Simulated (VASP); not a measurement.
# Ga (P4/mmm) in VASP: a series of runs

Runs on Ga. Level: PBE. Tasks: relaxation of shape and atoms at fixed volume.

Program: VASP 6.6.1. These are calculated values, not measurements. Logs are shortened: lines on timing, memory, paths and dates and some standing lists are left out, and cuts for length are marked.

## Step 1: The cell of the first run

The typed cell holds 1 atom: a = 2.689 Å, b = 2.689 Å, c = 2.690 Å, α = 90.00°, β = 90.00°, γ = 90.00°.

## Step 2: Relaxation of shape and atoms at fixed volume, PBE (volume scaled by 0.97)

Input file INCAR:

```
  PREC = Accurate
  ENCUT = 600
  EDIFF = 1E-7
  ISMEAR = 0
  SIGMA = 0.1
  LREAL = False
  LASPH = True
  NELM = 100
  ALGO = Fast
  ISIF = 4
  LWAVE = False
  LCHARG = False
  GGA = PE
  IBRION = 2
  NSW = 50
  EDIFFG = -0.01
```

Input file KPOINTS:

```
regular mesh
0
Gamma
  20 20 20
```

Input file POSCAR:

```
Ga
1.0
    2.6886965985      0.0000000000      0.0000000000
    0.0000000000      2.6886965985      0.0000000000
    0.0000000000      0.0000000000      2.6897366100
Ga
1
Direct
    0.0000000000      0.0000000000      0.0000000000
```

Potentials or basis: VASP PAW PBE potentials, release 64 (Ga_d).

Command:

```console
$ cat potpaw_PBE.64/Ga_d/POTCAR > POTCAR
$ mpirun -np 1 vasp_std > vasp.out
```

OUTCAR:

```text
PREC = Accurate
   ENCUT = 600
   EDIFF = 1E-7
   ISMEAR = 0
   LREAL = False
   LASPH = True
   NELM = 100
   ISIF = 4
   GGA = PE
   IBRION = 2
   NSW = 50
   EDIFFG = -0.01

 ion  position               nearest neighbor table
   1  0.000  0.000  0.000-

  LATTYP: Found a simple tetragonal cell.
 ALAT       =     2.6886965985
 C/A-ratio  =     1.0003868088

  Lattice vectors:

 A1 = (   2.6886965985,   0.0000000000,   0.0000000000)
 A2 = (   0.0000000000,   2.6886965985,   0.0000000000)
 A3 = (   0.0000000000,   0.0000000000,   2.6897366100)

Analysis of symmetry for initial positions (statically):
=====================================================================
 Subroutine PRICEL returns:
 Original cell was already a primitive cell.

 Routine SETGRP: Setting up the symmetry group for a
 simple tetragonal supercell.

 Subroutine GETGRP returns: Found 16 space group operations
 (whereof 16 operations were pure point group operations)
 out of a pool of 16 trial point group operations.

The static configuration has the point symmetry D_4h.

Analysis of symmetry for dynamics (positions and initial velocities):
=====================================================================
 Subroutine PRICEL returns:
 Original cell was already a primitive cell.

 Routine SETGRP: Setting up the symmetry group for a
 simple tetragonal supercell.

 Subroutine GETGRP returns: Found 16 space group operations
 (whereof 16 operations were pure point group operations)
 out of a pool of 16 trial point group operations.

The dynamic configuration has the point symmetry D_4h.

 Subroutine INISYM returns: Found 16 space group operations
 (whereof 16 operations are pure point group operations),
 and found     1 'primitive' translations

----------------------------------------------------------------------------------------

                                     Primitive cell

  volume of cell :      19.4443

  direct lattice vectors                    reciprocal lattice vectors
     2.688696598  0.000000000  0.000000000     0.371927424  0.000000000  0.000000000
     0.000000000  2.688696598  0.000000000     0.000000000  0.371927424  0.000000000
     0.000000000  0.000000000  2.689736610     0.000000000  0.000000000  0.371783615

  length of vectors
     2.688696598  2.688696598  2.689736610     0.371927424  0.371927424  0.371783615

  position of ions in fractional coordinates (direct lattice)
     0.000000000  0.000000000  0.000000000

  ion indices of the primitive-cell ions
   primitive index   ion index
                 1           1

----------------------------------------------------------------------------------------

 KPOINTS: regular mesh

Automatic generation of k-mesh.
 Grid dimensions read from file:
 generate k-points for:   20   20   20

 Generating k-lattice:

  Cartesian coordinates                     Fractional coordinates (reciprocal lattice)
     0.018596371  0.000000000  0.000000000     0.050000000  0.000000000  0.000000000
     0.000000000  0.018596371  0.000000000     0.000000000  0.050000000  0.000000000
     0.000000000  0.000000000  0.018589181     0.000000000  0.000000000  0.050000000

  Length of vectors
     0.018596371  0.018596371  0.018589181

  Shift w.r.t. Gamma in fractional coordinates (k-lattice)
     0.000000000  0.000000000  0.000000000

 Subroutine IBZKPT returns following result:
 ===========================================

 Found    726 irreducible k-points:

 Following reciprocal coordinates:
            Coordinates               Weight
  0.000000  0.000000  0.000000      1.000000
  0.050000  0.000000  0.000000      4.000000
  0.100000  0.000000  0.000000      4.000000
  0.150000  0.000000  0.000000      4.000000
  0.200000  0.000000  0.000000      4.000000
  0.250000  0.000000  0.000000      4.000000
[... 16 lines left out ...]
  0.150000  0.100000  0.000000      8.000000
  0.200000  0.100000  0.000000      8.000000
 [... further k-points ...]
   k-points           NKPTS =    726   k-points in BZ     NKDIM =    726   number of bands    NBANDS=     10
   number of dos      NEDOS =    301   number of ions     NIONS =      1
   total plane-waves  NPLWV =  13824
   dimension x,y,z NGX =    24 NGY =   24 NGZ =   24
   dimension x,y,z NGXF=    48 NGYF=   48 NGZF=   48
   ions per type =               1
   NGX,Y,Z   is equivalent  to a cutoff of  14.84, 14.84, 14.83 a.u.
   NGXF,Y,Z  is equivalent  to a cutoff of  29.68, 29.68, 29.67 a.u.
 SYSTEM =  unknown system
   PREC   = accura    normal or accurate (medium, high low for compatibility)
   ISTART =      0    job   : 0-new  1-cont  2-samecut
   ICHARG =      2    charge: 1-file 2-atom 10-const
   ISPIN  =      1    spin polarized calculation?
   LNONCOLLINEAR =      F non collinear calculations
   LSORBIT =      F    spin-orbit coupling
   LASPH  =      T    aspherical Exc in radial PAW
   ENCUT  =  600.0 eV  44.10 Ry    6.64 a.u.   5.37  5.37  5.37*2*pi/ulx,y,z
   NELM   =    100;   NELMIN=  2; NELMDL= -5     # of ELM steps
   EDIFF  = 0.1E-06   stopping-criterion for ELM
   LREAL  =      F    real-space projection
   EDIFFG = -.1E-01   stopping-criterion for IOM
   NSW    =     50    number of steps for IOM
   IBRION =      2    ionic relax: 0-MD 1-quasi-New 2-CG
   NFREE  =      1    steps in history (QN), initial steepest desc. (CG)
   ISIF   =      4    stress and relaxation
   ISYM   =      2    0-nonsym 1-usesym 2-fastsym
   POTIM  = 0.5000    time-step for ionic-motion
   TEBEG  =    0.0;   TEEND  =   0.0 temperature during run
   PSTRESS=    0.0 pullay stress
   NELECT =      13.0000    total number of electrons
   NUPDOWN=      -1.0000    fix difference up-down
   EMIN   =  10.00;   EMAX   =-10.00  energy-range for DOS
   EFERMI =   0.00;   METHOD = LEGACY
   ISMEAR =     0;   SIGMA  =   0.10  broadening in eV -4-tet -1-fermi 0-gaus
   EFERMI_NEDOS =   21; number of points for ismear=-14 and -15
   IALGO  =     68    algorithm
   IMIX   =      4    mixing-type and parameters
     AMIX     =   0.40;   BMIX     =  1.00
     AMIX_MAG =   1.60;   BMIX_MAG =  1.00
  volume/ion in A,a.u.               =      19.44       131.22
  Fermi-wavevector in a.u.,A,eV,Ry     =   1.431500  2.705144 27.880972  2.049194
  Thomas-Fermi vector in A             =   2.551230
   LORBIT       =      0    0 simple, 1 ext, 2 COOP (PROOUT), +10 PAW based schemes
   GGA     = PE    functional components
   LHFCALC =     F    Hartree Fock is set to
   AEXX    =    0.0000 exact exchange contribution
   IVDW    =     0    specifies the selected vdW correction
   LEPSILON=     F    determine dielectric tensor
   LRPA    =     F    only Hartree local field effects (RPA)
 conjugate gradient relaxation of ions
 non-spin polarized calculation
 RMM-DIIS sequential band-by-band and
 Gauss-broadening in eV      SIGMA  =   0.10
  energy-cutoff  :      600.00
  volume of cell :       19.44
 maximum number of plane-waves:       672
 NGX is ok and might be reduce to    24
   NGX = 11   NGY = 11   NGZ = 11

 number of electron      13.0000007 magnetization

 Free energy of the ion-electron system (eV)
  ---------------------------------------------------
  ext. energy  EPLUGINS =         0.00000000
  ---------------------------------------------------
  free energy    TOTEN  =        -2.82339045 eV

  energy without entropy =       -2.82114908  energy(sigma->0) =       -2.82226977

 E-fermi :   5.0125     XC(G=0): -10.7865

 val. band max:        5.0017529111   @ k =   0.4500   0.4000   0.2000
 cond. band min:       5.0251980191   @ k =   0.4000   0.1000   0.4000
 fundamental gap:      0.0234451080
 Fermi energy:         5.0125235538

 k-point     1 :       0.0000    0.0000    0.0000
  band No.  band energies     occupation
      1     -10.1404      2.00000
      2     -10.1399      2.00000
      3      -9.5884      2.00000
      4      -9.5884      2.00000
      5      -9.5881      2.00000
      6      -5.7514      2.00000
      7      14.1702      0.00000
      8      14.1859      0.00000
      9      14.1860      0.00000
     10      17.0994      0.00000

 k-point     2 :       0.0500    0.0000    0.0000
  band No.  band energies     occupation
      1     -10.1390      2.00000
      2     -10.1312      2.00000
      3      -9.5922      2.00000
      4      -9.5919      2.00000
      5      -9.5881      2.00000
      6      -5.6995      2.00000
      7      13.2585      0.00000
      8      14.2247      0.00000
      9      14.2404      0.00000
     10      17.1416      0.00000

 k-point     3 :       0.1000    0.0000    0.0000
  band No.  band energies     occupation
      1     -10.1360      2.00000
      2     -10.1050      2.00000
      3      -9.6032      2.00000
      4      -9.6028      2.00000
      5      -9.5872      2.00000
      6      -5.5436      2.00000
      7      11.6159      0.00000
      8      14.3872      0.00000
      9      14.4029      0.00000
     10      17.2732      0.00000

 k-point     4 :       0.1500    0.0000    0.0000
  band No.  band energies     occupation
      1     -10.1312      2.00000
      2     -10.0648      2.00000
      3      -9.6201      2.00000
      4      -9.6198      2.00000
      5      -9.5858      2.00000
      6      -5.2822      2.00000
      7       9.8957      0.00000
      8      14.6542      0.00000
      9      14.6700      0.00000
     10      17.4955      0.00000

 k-point     5 :       0.2000    0.0000    0.0000
  band No.  band energies     occupation
      1     -10.1252      2.00000
      2     -10.0155      2.00000
      3      -9.6414      2.00000
      4      -9.6411      2.00000
      5      -9.5839      2.00000
      6      -4.9145      2.00000
      7       8.2148      0.00000
      8      15.0196      0.00000
      9      15.0354      0.00000
     10      17.8016      0.00000

 k-point     6 :       0.2500    0.0000    0.0000
  band No.  band energies     occupation
      1     -10.1185      2.00000
      2      -9.9623      2.00000
      3      -9.6649      2.00000
      4      -9.6646      2.00000
      5      -9.5819      2.00000
      6      -4.4399      2.00000
      7       6.6078      0.00000
      8      15.4731      0.00000
      9      15.4890      0.00000
     10      18.1971      0.00000
[... 183 lines left out ...]
 k-point    21 :       0.5000    0.0500    0.0000
  band No.  band energies     occupation
      1     -10.0900      2.00000
      2      -9.7940      2.00000
      3      -9.7467      2.00000
      4      -9.7395      2.00000
      5      -9.5790      2.00000
      6      -1.1810      2.00000
      7       0.8314      2.00000
      8      16.9556      0.00000
      9      17.7857      0.00000
     10      20.5480      0.00000

 k-point    22 :       0.1000    0.1000    0.0000
  band No.  band energies     occupation
      1     -10.1166      2.00000
      2     -10.0840      2.00000
      3      -9.6190      2.00000
      4      -9.6029      2.00000
      5      -9.6008      2.00000
      6      -5.3357      2.00000
      7      11.5466      0.00000
      8      12.1334      0.00000
      9      14.6043      0.00000
     10      18.0899      0.00000

 k-point    23 :       0.1500    0.1000    0.0000
  band No.  band energies     occupation
      1     -10.1077      2.00000
      2     -10.0470      2.00000
      3      -9.6375      2.00000
      4      -9.6188      2.00000
      5      -9.6002      2.00000
      6      -5.0746      2.00000
      7      10.0610      0.00000
      8      12.1591      0.00000
      9      14.8715      0.00000
     10      18.3591      0.00000

 k-point    24 :       0.2000    0.1000    0.0000
  band No.  band energies     occupation
      1     -10.1004      2.00000
      2      -9.9975      2.00000
      3      -9.6606      2.00000
      4      -9.6399      2.00000
      5      -9.5983      2.00000
      6      -4.7073      2.00000
      7       8.4014      0.00000
      8      12.4944      0.00000
      9      15.2371      0.00000
     10      18.6775      0.00000

 [... further k-points ...]
[... 5 lines left out ...]
  --------------------------------------------------------------------------------------
  -------------------------------------------------------------------------------------
  Total        0.1960196      0.1960196      0.1905092      0.0000000      0.0000000      0.0000000
  in kB       16.1516453     16.1516453     15.6976011      0.0000000      0.0000000      0.0000000
  external PRESSURE =      16.0002972 kB  Pullay stress =       0.0000000 kB

 VOLUME and BASIS-vectors are now :
 -----------------------------------------------------------------------------
  energy-cutoff  :      600.00
  volume of cell :       19.44
      direct lattice vectors                 reciprocal lattice vectors
     2.688696598  0.000000000  0.000000000     0.371927424  0.000000000  0.000000000
     0.000000000  2.688696598  0.000000000     0.000000000  0.371927424  0.000000000
     0.000000000  0.000000000  2.689736610     0.000000000  0.000000000  0.371783615

 POSITION                                       TOTAL-FORCE (eV/Angst)
 -----------------------------------------------------------------------------------
      0.00000      0.00000      0.00000         0.000000      0.000000      0.000000
 -----------------------------------------------------------------------------------
    total drift:                                0.000000     -0.000000      0.000000

  FREE ENERGIE OF THE ION-ELECTRON SYSTEM (eV)
  ---------------------------------------------------
  free  energy   TOTEN  =        -2.8233904522 eV

  energy  without entropy=       -2.8211490847  energy(sigma->0) =       -2.82226977

 reached required accuracy - stopping structural energy minimisation
```

It took 83 s on 1 thread of Intel Xeon Platinum 8259CL at 2.50GHz (Skylake/Cascade Lake), shared host; peak memory 0.29 GiB.

Results:

* Free energy: -2.8234 eV
* Pressure after relaxing: 1.6 GPa

Final structure:
```
Ga
1.0
     2.68870    0.00000    0.00000
     0.00000    2.68870    0.00000
     0.00000    0.00000    2.68974
Ga
1
Direct
  0.00000 0.00000 0.00000
```

Levels at points of the mesh, in eV from the Fermi level:
```
           k point  band 3  band 4  band 5  band 6  band 7  band 8  band 9  band 10
(0.00, 0.00, 0.00)  -14.60  -14.60  -14.60  -10.76    9.16    9.17    9.17    12.09
(0.50, 0.00, 0.00)  -14.75  -14.75  -14.59   -6.24   -4.24   12.72   12.73    15.92
(0.50, 0.50, 0.00)  -14.73  -14.73  -14.46   -1.52   -0.70   -0.70    4.23    16.40
(0.00, 0.00, 0.50)  -14.75  -14.75  -14.59   -6.25   -4.24   12.73   12.73    15.91
(0.50, 0.00, 0.50)  -14.73  -14.73  -14.46   -1.53   -0.70   -0.70    4.23    16.40
(0.50, 0.50, 0.50)  -14.97  -14.45  -14.45    2.70    2.70    2.70    4.14     8.29
```

Caveat: the relaxation stopped at its first step, so nothing moved.

(Part 1 of 2 ends here.)
